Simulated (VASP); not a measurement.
# SnO2 (Pnnm) in VASP: notebook

Runs on SnO2. Level: LDA. Tasks: single point.

Program: VASP 6.6.1. These are calculated values, not measurements. Logs are shortened: lines on timing, memory, paths and dates and some standing lists are left out, and cuts for length are marked.

## Step 1: The cell of the first run

The structure is orthorhombic, space group Pnnm (No. 58). Conventional cell: a = 4.882 Å, b = 4.883 Å, c = 3.298 Å, α = 90.00°, β = 90.00°, γ = 90.00°. Sn (site symmetry 2/m) has 6 O at 1.94 to 2.25 Å within 2.6 Å. O (site symmetry m) has 3 Sn at 1.94 to 2.25 Å within 2.6 Å.

## Step 2: Single point, LDA (atoms shifted along a free coordinate)

INCAR reads:

```
PREC     = Accurate       # precision mode
ENCUT    = 520            # plane-wave cutoff, eV
EDIFF    = 1E-6           # SCF threshold, eV
ISMEAR   = 0              # smearing method
SIGMA    = 0.05           # smearing width, eV
LREAL    = F              # projectors in reciprocal space
LASPH    = T              # aspherical terms in the spheres
NELM     = 60             # most SCF steps
ALGO     = Normal         # electronic algorithm
ISIF     = 2              # what is computed and relaxed
LWAVE    = F              # write WAVECAR
LCHARG   = F              # write CHGCAR
GGA      = CA             # functional
NBANDS   = 35             # bands
```

KPOINTS reads:

```
Automatic mesh
0
Gamma
  6 6 8
```

POSCAR reads:

```
SnO2
1.0
    4.8820573695      0.0000000000      0.0000000000
    0.0000000000      4.8826571076      0.0000000000
    0.0000000000      0.0000000000      3.2983446198
Sn O
2 4
Direct
    0.5000000000      0.5000000000      0.5000000000
    0.0000000000      0.0000000000      0.0000000000
    0.3059833077      0.2543006016      0.0000000000
    0.8059833077      0.2456993984      0.5000000000
    0.1940166923      0.7543006016      0.5000000000
    0.6940166923      0.7456993984      0.0000000000
```

Potentials or basis: VASP PAW LDA potentials, release 64 (Sn_d, O).

Run with:

```console
$ cat potpaw_LDA.64/Sn_d/POTCAR potpaw_LDA.64/O/POTCAR > POTCAR
$ mpirun -np 1 vasp_std > vasp.out
```

OUTCAR:

```text
PREC = Accurate
   ENCUT = 520
   EDIFF = 1E-6
   ISMEAR = 0
   LREAL = F
   LASPH = T
   NELM = 60
   ISIF = 2
   GGA = CA

 ion  position               nearest neighbor table
   1  0.500  0.500  0.500-   5 1.94   4 1.94   6 2.25   6 2.25   3 2.25   3 2.25
   2  0.000  0.000  0.000-   3 1.94   6 1.94   4 2.25   4 2.25   5 2.25   5 2.25
   3  0.306  0.254  0.000-   2 1.94   1 2.25   1 2.25
   4  0.806  0.246  0.500-   1 1.94   2 2.25   2 2.25
   5  0.194  0.754  0.500-   1 1.94   2 2.25   2 2.25
   6  0.694  0.746  0.000-   2 1.94   1 2.25   1 2.25

  LATTYP: Found a simple orthorhombic cell.
 ALAT       =     3.2983446198
 B/A-ratio  =     1.4801538142
 C/A-ratio  =     1.4803356442

  Lattice vectors:

 A1 = (   0.0000000000,   0.0000000000,   3.2983446198)
 A2 = (   4.8820573695,   0.0000000000,   0.0000000000)
 A3 = (   0.0000000000,   4.8826571076,   0.0000000000)

Analysis of symmetry for initial positions (statically):
=====================================================================
 Subroutine PRICEL returns:
 Original cell was already a primitive cell.

 Routine SETGRP: Setting up the symmetry group for a
 simple orthorhombic supercell.

 Subroutine GETGRP returns: Found  8 space group operations
 (whereof  4 operations were pure point group operations)
 out of a pool of  8 trial point group operations.

The static configuration has the point symmetry C_2h.
 The point group associated with its full space group is D_2h.

Analysis of symmetry for dynamics (positions and initial velocities):
=====================================================================
 Subroutine PRICEL returns:
 Original cell was already a primitive cell.

 Routine SETGRP: Setting up the symmetry group for a
 simple orthorhombic supercell.

 Subroutine GETGRP returns: Found  8 space group operations
 (whereof  4 operations were pure point group operations)
 out of a pool of  8 trial point group operations.

The dynamic configuration has the point symmetry C_2h.
 The point group associated with its full space group is D_2h.

 Subroutine INISYM returns: Found  8 space group operations
 (whereof  4 operations are pure point group operations),
 and found     1 'primitive' translations

----------------------------------------------------------------------------------------

                                     Primitive cell

  volume of cell :      78.6240

[... 97 lines left out ...]
   LREAL  =      F    real-space projection
   EDIFFG = 0.1E-04   stopping-criterion for IOM
   NSW    =      0    number of steps for IOM
   IBRION =     -1    ionic relax: 0-MD 1-quasi-New 2-CG
   NFREE  =      0    steps in history (QN), initial steepest desc. (CG)
   ISIF   =      2    stress and relaxation
   ISYM   =      2    0-nonsym 1-usesym 2-fastsym
   POTIM  = 0.5000    time-step for ionic-motion
   TEBEG  =    0.0;   TEEND  =   0.0 temperature during run
   PSTRESS=    0.0 pullay stress
   NELECT =      52.0000    total number of electrons
   NUPDOWN=      -1.0000    fix difference up-down
   EMIN   =  10.00;   EMAX   =-10.00  energy-range for DOS
   EFERMI =   0.00;   METHOD = LEGACY
   ISMEAR =     0;   SIGMA  =   0.05  broadening in eV -4-tet -1-fermi 0-gaus
   EFERMI_NEDOS =   21; number of points for ismear=-14 and -15
   IALGO  =     38    algorithm
   IMIX   =      4    mixing-type and parameters
     AMIX     =   0.40;   BMIX     =  1.00
     AMIX_MAG =   1.60;   BMIX_MAG =  1.00
  volume/ion in A,a.u.               =      13.10        88.43
  Fermi-wavevector in a.u.,A,eV,Ry     =   1.426344  2.695399 27.680465  2.034457
  Thomas-Fermi vector in A             =   2.546631
   LORBIT       =      0    0 simple, 1 ext, 2 COOP (PROOUT), +10 PAW based schemes
   GGA     = CA    functional components
   LHFCALC =     F    Hartree Fock is set to
   AEXX    =    0.0000 exact exchange contribution
   IVDW    =     0    specifies the selected vdW correction
   LEPSILON=     F    determine dielectric tensor
   LRPA    =     F    only Hartree local field effects (RPA)
 non-spin polarized calculation
 Gauss-broadening in eV      SIGMA  =   0.05
  energy-cutoff  :      520.00
  volume of cell :       78.62
 maximum number of plane-waves:      2144
   NGX = 19   NGY = 19   NGZ = 13

 number of electron      52.0000011 magnetization

 Free energy of the ion-electron system (eV)
  ---------------------------------------------------
  ext. energy  EPLUGINS =         0.00000000
  ---------------------------------------------------
  free energy    TOTEN  =       -40.68172769 eV

  energy without entropy =      -40.68172769  energy(sigma->0) =      -40.68172769

 E-fermi :   4.8132     XC(G=0): -11.3392

 val. band max:        4.5259794775   @ k =   0.0000   0.1667   0.1250
 cond. band min:       5.0937134830   @ k =   0.0000   0.0000   0.0000
 fundamental gap:      0.5677340055
 Fermi energy:         4.8131681850

 k-point     1 :       0.0000    0.0000    0.0000
  band No.  band energies     occupation
      1     -16.4102      2.00000
      2     -15.9001      2.00000
      3     -15.5644      2.00000
      4     -15.5296      2.00000
      5     -15.4834      2.00000
      6     -15.4815      2.00000
[... 901 lines left out ...]
     34      14.9450      0.00000
     35      16.7860      0.00000

 [... further k-points ...]

------------------------ aborting loop because EDIFF is reached ----------------------------------------

  FORCE on cell =-STRESS in cart. coord.  units (eV):
  Direction    XX          YY          ZZ          XY          YZ          ZX
  --------------------------------------------------------------------------------------
  -------------------------------------------------------------------------------------
  Total       -3.5978930     -7.8773515     -8.0238594     -0.0000000      0.0000000      0.0000000
  in kB      -73.3168322   -160.5224097   -163.5079058     -0.0000000      0.0000000      0.0000000
  external PRESSURE =    -132.4490492 kB  Pullay stress =       0.0000000 kB

 VOLUME and BASIS-vectors are now :
 -----------------------------------------------------------------------------
  energy-cutoff  :      520.00
  volume of cell :       78.62
      direct lattice vectors                 reciprocal lattice vectors
     4.882057370  0.000000000  0.000000000     0.204831677  0.000000000  0.000000000
     0.000000000  4.882657108  0.000000000     0.000000000  0.204806518  0.000000000
     0.000000000  0.000000000  3.298344620     0.000000000  0.000000000  0.303182389

 POSITION                                       TOTAL-FORCE (eV/Angst)
 -----------------------------------------------------------------------------------
      2.44103      2.44133      1.64917        -0.000000      0.000000      0.000000
      0.00000      0.00000      0.00000        -0.000000      0.000000      0.000000
      1.49383      1.24166      0.00000         1.790833      2.094007      0.000000
      3.93486      1.19967      1.64917         1.790833     -2.094007      0.000000
      0.94720      3.68299      1.64917        -1.790833      2.094007      0.000000
      3.38823      3.64099      0.00000        -1.790833     -2.094007      0.000000
 -----------------------------------------------------------------------------------
    total drift:                                0.000000     -0.000000     -0.000000

  FREE ENERGIE OF THE ION-ELECTRON SYSTEM (eV)
  ---------------------------------------------------
  free  energy   TOTEN  =       -40.6817276890 eV

  energy  without entropy=      -40.6817276890  energy(sigma->0) =      -40.68172769
```

OSZICAR:

```text
N       E                     dE             d eps       ncg     rms          rms(c)
DAV:   1     0.627142755227E+03    0.62714E+03   -0.25472E+04  6145   0.225E+03
DAV:   2     0.548450928256E+02   -0.57230E+03   -0.54046E+03  6104   0.607E+02
DAV:   3    -0.416700970449E+02   -0.96515E+02   -0.94730E+02  6142   0.207E+02
DAV:   4    -0.468582494368E+02   -0.51882E+01   -0.51456E+01  6973   0.519E+01
DAV:   5    -0.469983984139E+02   -0.14015E+00   -0.13999E+00  6846   0.907E+00    0.153E+01
DAV:   6    -0.408241298128E+02    0.61743E+01   -0.17971E+01  8697   0.661E+01    0.624E+00
DAV:   7    -0.407981732032E+02    0.25957E-01   -0.20907E+00  6066   0.835E+00    0.319E+00
DAV:   8    -0.406984255898E+02    0.99748E-01   -0.32305E-01  7426   0.396E+00    0.754E-01
DAV:   9    -0.406814589869E+02    0.16967E-01   -0.37400E-02  8573   0.256E+00    0.122E-01
DAV:  10    -0.406817146854E+02   -0.25570E-03   -0.47454E-03  7296   0.589E-01    0.693E-02
DAV:  11    -0.406817348267E+02   -0.20141E-04   -0.19512E-04  9007   0.148E-01    0.368E-02
DAV:  12    -0.406817301837E+02    0.46430E-05   -0.17108E-05  7622   0.339E-02    0.207E-02
DAV:  13    -0.406817276474E+02    0.25363E-05   -0.10619E-05  7059   0.209E-02    0.251E-03
DAV:  14    -0.406817276890E+02   -0.41571E-07   -0.44440E-07  3328   0.472E-03
   1 F= -.40681728E+02 E0= -.40681728E+02  d E =-.407037E-17
```

stdout:

```text
POSCAR found type information on POSCAR SnO
 POSCAR found :  2 types and       6 ions
 scaLAPACK will be used
 LDA part: xc-table for (Slater(with rela. corr.)+CA(PZ))
 , standard interpolation
 POSCAR, INCAR and KPOINTS ok, starting setup
 FFT: planning ... GRIDC
 FFT: planning ... GRID_SOFT
 FFT: planning ... GRID
 WAVECAR not read
 entering main loop
```

Run time: 4.7 min. Hardware: 1 thread of Intel Xeon 8259CL, shared host; peak memory 0.28 GiB.

What came out:

```
Free energy            : -40.6817 eV
Pressure               : -13.2 GPa
Largest force          : 2.755 eV/Å
Band gap on the k mesh : 0.57 eV (least direct gap 0.92 eV)
```

Forces in eV/Å, atoms in the order of the input:
```
Sn   0.000  0.000  0.000
Sn   0.000  0.000  0.000
O    1.791  2.094  0.000
O    1.791 -2.094  0.000
O   -1.791  2.094  0.000
O   -1.791 -2.094  0.000
```

Caveat: the cell differs from its parent crystal (atoms shifted along a free coordinate); the stress differs along the axes, from -16 to -7 GPa; semilocal functionals underestimate gaps, and a narrow one can read as zero; spin-orbit coupling is left out, which moves the levels of the heavy elements; forces of over 1 eV/Å act on the atoms, so gaps and moduli don't describe the material at rest.

## Step 3: Single point, LDA (atoms shifted along a free coordinate)

INCAR reads:

```
PREC     = Accurate       # precision mode
ENCUT    = 520            # plane-wave cutoff, eV
EDIFF    = 1E-6           # SCF threshold, eV
ISMEAR   = 0              # smearing method
SIGMA    = 0.05           # smearing width, eV
LREAL    = False          # projectors in reciprocal space
LASPH    = True           # aspherical terms in the spheres
NELM     = 80             # most SCF steps
ALGO     = Normal         # electronic algorithm
ISIF     = 2              # what is computed and relaxed
LWAVE    = False          # write WAVECAR
LCHARG   = False          # write CHGCAR
GGA      = CA             # functional
NBANDS   = 35             # bands
```

KPOINTS is that of step 2.

POSCAR reads:

```
SnO2
1.0
    4.9330604771      0.0000000000      0.0000000000
    0.0000000000      4.9336664808      0.0000000000
    0.0000000000      0.0000000000      3.3328025979
Sn O
2 4
Direct
    0.5000000000      0.5000000000      0.5000000000
    0.0000000000      0.0000000000      0.0000000000
    0.3059833077      0.3580510778      0.0000000000
    0.8059833077      0.1419489222      0.5000000000
    0.1940166923      0.8580510778      0.5000000000
    0.6940166923      0.6419489222      0.0000000000
```

Potentials or basis: VASP PAW LDA potentials, release 64 (Sn_d, O).

Run with:

```console
$ cat potpaw_LDA.64/Sn_d/POTCAR potpaw_LDA.64/O/POTCAR > POTCAR
$ mpirun -np 1 vasp_std > vasp.out
```

It took 80 s on 1 thread of Intel Xeon 6975P-C (Granite Rapids), shared host; peak memory 0.29 GiB.

The run converged. Its results:

- Free energy: -40.7623 eV
- Pressure: -11.7 GPa
- Largest force: 2.719 eV/Å
- Band gap on the k mesh: 0.43 eV (least direct gap 0.53 eV)

Forces on the atoms (eV/Å):
```
Sn   0.000  0.000  0.000
Sn   0.000  0.000  0.000
O   -1.911 -1.934  0.000
O   -1.911  1.934  0.000
O    1.911 -1.934  0.000
O    1.911  1.934  0.000
```

Stress tensor (GPa, compression positive):
```
 -5.38   0.00   0.00
  0.00 -12.47   0.00
  0.00   0.00 -17.14
```

Levels at points of the mesh, in eV from the valence-band top:
| k point | band 22 | band 23 | band 24 | band 25 | band 26 | band 27 | band 28 | band 29 | band 30 | band 31 |
| --- | --- | --- | --- | --- | --- | --- | --- | --- | --- | --- |
| (0.00, 0.00, 0.00) | -1.17 | -0.99 | -0.43 | -0.35 | -0.10 | 0.43 | 4.01 | 5.74 | 5.97 | 8.96 |
| (0.50, 0.00, 0.00) | -1.15 | -1.07 | -1.07 | -0.34 | -0.34 | 2.96 | 2.96 | 5.63 | 5.63 | 8.74 |
| (0.00, 0.50, 0.00) | -1.29 | -1.07 | -1.07 | -0.61 | -0.61 | 3.22 | 3.22 | 6.31 | 6.31 | 8.66 |
| (0.50, 0.50, 0.00) | -1.15 | -0.94 | -0.94 | -0.59 | -0.59 | 3.00 | 3.00 | 6.26 | 6.26 | 8.96 |
| (0.00, 0.00, 0.50) | -1.73 | -1.15 | -1.15 | -0.88 | -0.88 | 5.43 | 5.43 | 8.03 | 8.03 | 8.82 |
| (0.50, 0.00, 0.50) | -1.63 | -0.72 | -0.72 | -0.38 | -0.38 | 5.73 | 5.73 | 6.75 | 6.75 | 8.88 |
| (0.00, 0.50, 0.50) | -1.15 | -0.84 | -0.84 | -0.33 | -0.33 | 5.64 | 5.64 | 6.35 | 6.35 | 9.96 |
| (0.50, 0.50, 0.50) | -1.51 | -1.06 | -1.06 | -0.51 | -0.51 | 4.93 | 4.93 | 7.10 | 7.10 | 9.56 |

Caveat: the cell differs from its parent crystal (atoms shifted along a free coordinate); the stress differs along the axes, from -17 to -5 GPa; semilocal functionals underestimate gaps, and a narrow one can read as zero; spin-orbit coupling is left out, which moves the levels of the heavy elements; forces of over 1 eV/Å act on the atoms, so gaps and moduli don't describe the material at rest.

[end of part 1 of 2]
